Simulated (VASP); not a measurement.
A run of VASP 6.6.1 is set up as follows.

INCAR

```
ALGO = Normal
EDIFF = 1E-6
ENCUT = 520
GGA = CA
GGA_COMPAT = F
ISIF = 2
ISMEAR = -1
LASPH = T
LCHARG = F
LORBIT = 11
LORBMOM = T
LREAL = F
LSORBIT = T
LWAVE = F
MAGMOM = 0 0 0 0 0 0
NBANDS = 30
NELM = 150
PREC = Accurate
SIGMA = 0.05
```

File KPOINTS:

```
k-points
0
Gamma
  6 6 6
```

The input POSCAR:

```
GaP
1.0
    0.0000000000      2.7252500000      2.7252500000
    2.7252500000      0.0000000000      2.7252500000
    2.7252500000      2.7252500000      0.0000000000
Ga P
1 1
Direct
    0.0000000000      0.0000000000      0.0000000000
    0.7500000000      0.7500000000      0.7500000000
```

Potentials or basis: VASP PAW LDA potentials, release 64 (Ga_d, P).

The run is started by

```console
$ cat potpaw_LDA.64/Ga_d/POTCAR potpaw_LDA.64/P/POTCAR > POTCAR
$ mpirun -np 1 vasp_ncl > vasp.out
```

Problem. Estimate the net moment.

Solution. 0.00 μB per cell.

Problem. Estimate the pressure.

Solution. -2.7 GPa.

Moments on the atoms (μB; x, y, z):
```
Ga  0.00 0.00 0.00
P   0.00 0.00 0.00
```
